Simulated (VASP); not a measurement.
# W (Fm-3m) in VASP: settings compared

Aim: see how the results for W move with the level of theory and the settings. Levels: LDA, PBEsol. Tasks: single point.

All numbers are computed with VASP 6.6.1; they aren't measurements. Logs are shortened: lines on timing, memory, paths and dates and some standing lists are left out, and cuts for length are marked.

## Step 1: The cell of the first run

The structure is cubic, space group Fm-3m (No. 225). Conventional cell: a = 4.140 Å, b = 4.140 Å, c = 4.140 Å, α = 90.00°, β = 90.00°, γ = 90.00°. Within 3.9 Å of W (site symmetry m-3m) lie 12 W at 2.93 Å.

## Step 2: Single point, LDA (volume scaled by 1.06)

Input file INCAR:

```
SYSTEM = W
PREC     = Accurate       ! precision mode
ENCUT    = 520            ! plane-wave cutoff, eV
EDIFF    = 1E-7           ! SCF threshold, eV
ISMEAR   = -1             ! smearing method
SIGMA    = 0.05           ! smearing width, eV
LREAL    = .False.        ! projectors in reciprocal space
LASPH    = .True.         ! aspherical terms in the spheres
NELM     = 60             ! most SCF steps
ALGO     = Fast           ! electronic algorithm
ISIF     = 2              ! what is computed and relaxed
LWAVE    = .False.        ! write WAVECAR
LCHARG   = .True.         ! write CHGCAR
GGA      = CA             ! functional
LELF     = .True.         ! ELF
LVHAR    = .True.       
NBANDS   = 13             ! bands
```

Input file KPOINTS:

```
regular mesh
0
Gamma
  11 11 11
  0 0 0
```

Input file POSCAR:

```
W
1.0
    0.0000000000      2.0698140295      2.0698140295
    2.0698140295      0.0000000000      2.0698140295
    2.0698140295      2.0698140295      0.0000000000
W
1
Direct
    0.0000000000      0.0000000000      0.0000000000
```

Potentials or basis: VASP PAW LDA potentials, release 64 (W_sv).

Launch:

```bash
$ cat potpaw_LDA.64/W_sv/POTCAR > POTCAR
$ mpirun -np 1 vasp_std > vasp.out
```

OUTCAR:

```text
SYSTEM = W
   PREC = Accurate
   ENCUT = 520
   EDIFF = 1E-7
   ISMEAR = -1
   LREAL = .False.
   LASPH = .True.
   NELM = 60
   ISIF = 2
   GGA = CA

 ion  position               nearest neighbor table
   1  0.000  0.000  0.000-

  LATTYP: Found a face centered cubic cell.
 ALAT       =     4.1396280590

  Lattice vectors:

 A1 = (   0.0000000000,   2.0698140295,   2.0698140295)
 A2 = (   2.0698140295,   0.0000000000,   2.0698140295)
 A3 = (   2.0698140295,   2.0698140295,   0.0000000000)

Analysis of symmetry for initial positions (statically):
=====================================================================
 Subroutine PRICEL returns:
 Original cell was already a primitive cell.

 Routine SETGRP: Setting up the symmetry group for a
 face centered cubic supercell.

 Subroutine GETGRP returns: Found 48 space group operations
 (whereof 48 operations were pure point group operations)
 out of a pool of 48 trial point group operations.

The static configuration has the point symmetry O_h .

Analysis of symmetry for dynamics (positions and initial velocities):
=====================================================================
 Subroutine PRICEL returns:
 Original cell was already a primitive cell.

 Routine SETGRP: Setting up the symmetry group for a
 face centered cubic supercell.

 Subroutine GETGRP returns: Found 48 space group operations
 (whereof 48 operations were pure point group operations)
 out of a pool of 48 trial point group operations.

The dynamic configuration has the point symmetry O_h .

 Subroutine INISYM returns: Found 48 space group operations
 (whereof 48 operations are pure point group operations),
 and found     1 'primitive' translations

----------------------------------------------------------------------------------------

                                     Primitive cell

  volume of cell :      17.7347

  direct lattice vectors                    reciprocal lattice vectors
     0.000000000  2.069814029  2.069814029    -0.241567596  0.241567596  0.241567596
     2.069814029  0.000000000  2.069814029     0.241567596 -0.241567596  0.241567596
     2.069814029  2.069814029  0.000000000     0.241567596  0.241567596 -0.241567596

  length of vectors
     2.927159072  2.927159072  2.927159072     0.418407350  0.418407350  0.418407350

  position of ions in fractional coordinates (direct lattice)
     0.000000000  0.000000000  0.000000000

  ion indices of the primitive-cell ions
   primitive index   ion index
                 1           1

----------------------------------------------------------------------------------------

 KPOINTS: regular mesh

Automatic generation of k-mesh.
 Grid dimensions read from file:
 generate k-points for:   11   11   11

 Generating k-lattice:

  Cartesian coordinates                     Fractional coordinates (reciprocal lattice)
    -0.021960691  0.021960691  0.021960691     0.090909091  0.000000000  0.000000000
     0.021960691 -0.021960691  0.021960691     0.000000000  0.090909091  0.000000000
     0.021960691  0.021960691 -0.021960691     0.000000000  0.000000000  0.090909091

  Length of vectors
     0.038037032  0.038037032  0.038037032

  Shift w.r.t. Gamma in fractional coordinates (k-lattice)
     0.000000000  0.000000000  0.000000000

 Subroutine IBZKPT returns following result:
 ===========================================

 Found     56 irreducible k-points:

 Following reciprocal coordinates:
            Coordinates               Weight
  0.000000  0.000000  0.000000      1.000000
  0.090909  0.000000  0.000000      8.000000
  0.181818  0.000000  0.000000      8.000000
  0.272727  0.000000  0.000000      8.000000
  0.363636  0.000000  0.000000      8.000000
  0.454545  0.000000  0.000000      8.000000
[... 16 lines left out ...]
 -0.272727  0.181818  0.000000     24.000000
 -0.181818  0.181818  0.000000     12.000000
 [... further k-points ...]
   k-points           NKPTS =     56   k-points in BZ     NKDIM =     56   number of bands    NBANDS=     13
   number of dos      NEDOS =    301   number of ions     NIONS =      1
   total plane-waves  NPLWV =  13824
   dimension x,y,z NGX =    24 NGY =   24 NGZ =   24
   dimension x,y,z NGXF=    48 NGYF=   48 NGZF=   48
   ions per type =               1
   NGX,Y,Z   is equivalent  to a cutoff of  13.63, 13.63, 13.63 a.u.
   NGXF,Y,Z  is equivalent  to a cutoff of  27.26, 27.26, 27.26 a.u.
 SYSTEM =  W
   PREC   = accura    normal or accurate (medium, high low for compatibility)
   ISTART =      0    job   : 0-new  1-cont  2-samecut
   ICHARG =      2    charge: 1-file 2-atom 10-const
   ISPIN  =      1    spin polarized calculation?
   LNONCOLLINEAR =      F non collinear calculations
   LSORBIT =      F    spin-orbit coupling
   LASPH  =      T    aspherical Exc in radial PAW
   ENCUT  =  520.0 eV  38.22 Ry    6.18 a.u.   5.44  5.44  5.44*2*pi/ulx,y,z
   NELM   =     60;   NELMIN=  2; NELMDL= -5     # of ELM steps
   EDIFF  = 0.1E-06   stopping-criterion for ELM
   LREAL  =      F    real-space projection
   EDIFFG = 0.1E-05   stopping-criterion for IOM
   NSW    =      0    number of steps for IOM
   IBRION =     -1    ionic relax: 0-MD 1-quasi-New 2-CG
   NFREE  =      0    steps in history (QN), initial steepest desc. (CG)
   ISIF   =      2    stress and relaxation
   ISYM   =      2    0-nonsym 1-usesym 2-fastsym
   POTIM  = 0.5000    time-step for ionic-motion
   TEBEG  =    0.0;   TEEND  =   0.0 temperature during run
   PSTRESS=    0.0 pullay stress
   NELECT =      14.0000    total number of electrons
   NUPDOWN=      -1.0000    fix difference up-down
   EMIN   =  10.00;   EMAX   =-10.00  energy-range for DOS
   EFERMI =   0.00;   METHOD = LEGACY
   ISMEAR =    -1;   SIGMA  =   0.05  broadening in eV -4-tet -1-fermi 0-gaus
   EFERMI_NEDOS =   21; number of points for ismear=-14 and -15
   IALGO  =     68    algorithm
   IMIX   =      4    mixing-type and parameters
     AMIX     =   0.40;   BMIX     =  1.00
     AMIX_MAG =   1.60;   BMIX_MAG =  1.00
  volume/ion in A,a.u.               =      17.73       119.68
  Fermi-wavevector in a.u.,A,eV,Ry     =   1.513014  2.859181 31.146598  2.289210
  Thomas-Fermi vector in A             =   2.622861
   LORBIT       =      0    0 simple, 1 ext, 2 COOP (PROOUT), +10 PAW based schemes
   GGA     = CA    functional components
   LHFCALC =     F    Hartree Fock is set to
   AEXX    =    0.0000 exact exchange contribution
   IVDW    =     0    specifies the selected vdW correction
   LEPSILON=     F    determine dielectric tensor
   LRPA    =     F    only Hartree local field effects (RPA)
 non-spin polarized calculation
 RMM-DIIS sequential band-by-band and
  energy-cutoff  :      520.00
  volume of cell :       17.73
 maximum number of plane-waves:       531
 NGX is ok and might be reduce to    24
   NGX = 11   NGY = 11   NGZ = 11

 number of electron      13.9999998 magnetization

 Free energy of the ion-electron system (eV)
  ---------------------------------------------------
  ext. energy  EPLUGINS =         0.00000000
  ---------------------------------------------------
  free energy    TOTEN  =       -13.42963851 eV

  energy without entropy =      -13.42009707  energy(sigma->0) =      -13.42486779

 E-fermi :   9.3146     XC(G=0): -13.2005

 val. band max:        9.2752563335   @ k =  -0.2727   0.0909   0.0000
 cond. band min:       9.3326489963   @ k =   0.1818   0.0909   0.0000
 fundamental gap:      0.0573926628
 Fermi energy:         9.3145554373

 k-point     1 :       0.0000    0.0000    0.0000
  band No.  band energies     occupation
      1     -64.0648      2.00000
      2     -28.0285      2.00000
      3     -28.0285      2.00000
      4     -28.0285      2.00000
      5       0.8109      2.00000
      6       8.8111      1.99992
      7       8.8111      1.99992
      8       8.8111      1.99992
      9      11.5661      0.00000
     10      11.5661      0.00000
     11      22.0850      0.00000
     12      26.8564      0.00000
     13      26.8564      0.00000

 k-point     2 :       0.0909    0.0000    0.0000
  band No.  band energies     occupation
      1     -64.0587      2.00000
      2     -28.1034      2.00000
      3     -28.0384      2.00000
      4     -28.0384      2.00000
      5       1.1402      2.00000
      6       8.5774      2.00000
      7       8.9583      1.99839
      8       8.9583      1.99839
      9      11.4468      0.00000
     10      11.4468      0.00000
     11      22.7197      0.00000
     12      25.5840      0.00000
     13      27.4634      0.00000

 k-point     3 :       0.1818    0.0000    0.0000
  band No.  band energies     occupation
      1     -64.0424      2.00000
      2     -28.3008      2.00000
      3     -28.0646      2.00000
      4     -28.0646      2.00000
      5       2.0361      2.00000
      6       8.1069      2.00000
      7       9.2167      1.75234
      8       9.2167      1.75234
      9      11.3603      0.00000
     10      11.3603      0.00000
     11      23.3099      0.00000
     12      24.6278      0.00000
     13      29.1420      0.00000
[... 305 lines left out ...]
 k-point    23 :      -0.2727    0.1818    0.0000
  band No.  band energies     occupation
      1     -63.9957      2.00000
      2     -28.6752      2.00000
      3     -28.3193      2.00000
      4     -28.1299      2.00000
      5       4.8263      2.00000
      6       7.5499      2.00000
      7       8.1165      2.00000
      8       9.7541      0.00030
      9      11.3322      0.00000
     10      14.5952      0.00000
     11      21.3531      0.00000
     12      24.9926      0.00000
     13      25.8544      0.00000

 k-point    24 :      -0.1818    0.1818    0.0000
  band No.  band energies     occupation
      1     -64.0138      2.00000
      2     -28.5283      2.00000
      3     -28.2398      2.00000
      4     -28.0903      2.00000
      5       3.7657      2.00000
      6       7.4383      2.00000
      7       8.7482      1.99998
      8      10.1641      0.00000
      9      10.2397      0.00000
     10      13.3281      0.00000
     11      22.9794      0.00000
     12      26.4287      0.00000
     13      27.1205      0.00000

 [... further k-points ...]
[... 5 lines left out ...]
  --------------------------------------------------------------------------------------
  -------------------------------------------------------------------------------------
  Total       -3.2133650     -3.2133650     -3.2133650      0.0000000     -0.0000000      0.0000000
  in kB     -290.2997489   -290.2997489   -290.2997489      0.0000000     -0.0000000      0.0000000
  external PRESSURE =    -290.2997489 kB  Pullay stress =       0.0000000 kB

 VOLUME and BASIS-vectors are now :
 -----------------------------------------------------------------------------
  energy-cutoff  :      520.00
  volume of cell :       17.73
      direct lattice vectors                 reciprocal lattice vectors
     0.000000000  2.069814029  2.069814029    -0.241567596  0.241567596  0.241567596
     2.069814029  0.000000000  2.069814029     0.241567596 -0.241567596  0.241567596
     2.069814029  2.069814029  0.000000000     0.241567596  0.241567596 -0.241567596

 POSITION                                       TOTAL-FORCE (eV/Angst)
 -----------------------------------------------------------------------------------
      0.00000      0.00000      0.00000         0.000000     -0.000000      0.000000
 -----------------------------------------------------------------------------------
    total drift:                               -0.000000      0.000000     -0.000000

  FREE ENERGIE OF THE ION-ELECTRON SYSTEM (eV)
  ---------------------------------------------------
  free  energy   TOTEN  =       -13.4296385137 eV

  energy  without entropy=      -13.4200970686  energy(sigma->0) =      -13.42486779
```

It used 7.9 s of CPU time on 1 thread of Intel Xeon 6975P-C, on a shared host.

What came out:

```yaml
Free_energy: -13.4296 eV
Pressure: -29.0 GPa
Band_gap_on_the_k_mesh: zero (band 7 reaches 11.73 eV, above the bottom of band 8 at 8.81 eV)
```

Caveat: spin-orbit coupling is left out, which moves the levels of the heavy elements.

## Step 3: Single point, PBEsol (volume scaled by 0.96)

Input file INCAR:

```
SYSTEM = W
PREC = Accurate
ENCUT = 520
EDIFF = 1E-7
ISMEAR = -1
SIGMA = 0.05
LREAL = .False.
LASPH = .True.
NELM = 60
ALGO = Normal
ISIF = 2
LWAVE = .False.
LCHARG = .True.
GGA = PS
LELF = .True.
LVHAR = .True.
NBANDS = 13
```

Input file KPOINTS:

```
Automatic mesh
0
Gamma
  11 11 11
  0 0 0
```

Input file POSCAR:

```
W
1.0
    0.0000000000      2.0025642044      2.0025642044
    2.0025642044      0.0000000000      2.0025642044
    2.0025642044      2.0025642044      0.0000000000
W
1
Direct
    0.0000000000      0.0000000000      0.0000000000
```

Potentials or basis: VASP PAW PBE potentials, release 64 (W_sv).

Launch:

```bash
$ cat potpaw_PBE.64/W_sv/POTCAR > POTCAR
$ mpirun -np 1 vasp_std > vasp.out
```

Wall time 13 s (1 thread of Intel Xeon 8259CL, shared host); peak memory 0.14 GiB.

It converged, with:

* Free energy: -13.3230 eV
* Pressure: -0.7 GPa
* Band gap on the k mesh: zero (band 7 reaches 13.41 eV, above the bottom of band 8 at 10.02 eV)

Levels at points of the mesh, in eV from the Fermi level:
| k point | band 5 | band 6 | band 7 | band 8 | band 9 | band 10 |
| --- | --- | --- | --- | --- | --- | --- |
| (0.00, 0.00, 0.00) | -9.09 | -0.57 | -0.57 | -0.57 | 2.64 | 2.64 |

Caveat: the PAW data sets were made with another functional, which shifts forces and pressure a little; spin-orbit coupling is left out, which moves the levels of the heavy elements.
